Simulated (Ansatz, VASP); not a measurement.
# Si: VASP beside Ansatz

File INCAR:

```
  ALGO = Normal
  EDIFF = 1E-7
  ENCUT = 520
  GGA = PE
  ISIF = 2
  ISMEAR = 0
  LASPH = T
  LCHARG = F
  LREAL = F
  LWAVE = F
  NBANDS = 11
  NELM = 60
  PREC = Accurate
  SIGMA = 0.01
```

File KPOINTS:

```
k-points
0
Gamma
  8 8 8
```

The input POSCAR:

```
Si
1.0
    0.0000000000      2.7769270000      2.7769270000
    2.7769270000      0.0000000000      2.7769270000
    2.7769270000      2.7769270000      0.0000000000
Si
2
Direct
    0.0000000000      0.0000000000      0.0000000000
    0.2500000000      0.2500000000      0.2500000000
```

Input for Ansatz:

```yaml
crystal:
  atoms:
  - position: [0.0, 0.0, 0.0]
    symbol: Si
  - position: [0.25, 0.25, 0.25]
    symbol: Si
  lattice:
  - [0.0, 2.776927, 2.776927]
  - [2.776927, 0.0, 2.776927]
  - [2.776927, 2.776927, 0.0]
hamiltonian:
  dispersion: none
  pseudopotentials:
    kind: all_electron
    lapw: {basis_error: 0.025 meV}
    relativity: scalar
  xc: pbe
kpoints:
  mp_grid:
    grid: [8, 8, 8]
    shift: [0, 0, 0]
magnetization: {spin_polarized: false}
output: {forces: true, stress: true}
scf:
  convergence: {dr2_threshold: 1e-10 eV}
  lower_state_search: 'off'
  max_iter: 200
  occupations: {method: fixed}
```

Alike in both runs: task single point; functional PBE; k mesh 8 × 8 × 8; no spin polarisation.

```csv
,VASP,Ansatz
version,VASP 6.6.1,Ansatz 0.2 development build
potentials or method,"VASP PAW PBE potentials, release 64 (Si), cutoff 520 eV","all-electron full-potential LAPW, scalar-relativistic"
occupations,"gaussian, width 0.01 eV",fixed
```

```csv
,VASP,Ansatz,Ansatz less VASP
gap on the k mesh at the Fermi level (eV),0.72,0.72,-0.001
pressure (GPa),-3.7,-3.7,+0.05
```

Ansatz ran all-electron here, and VASP with PAW potentials.
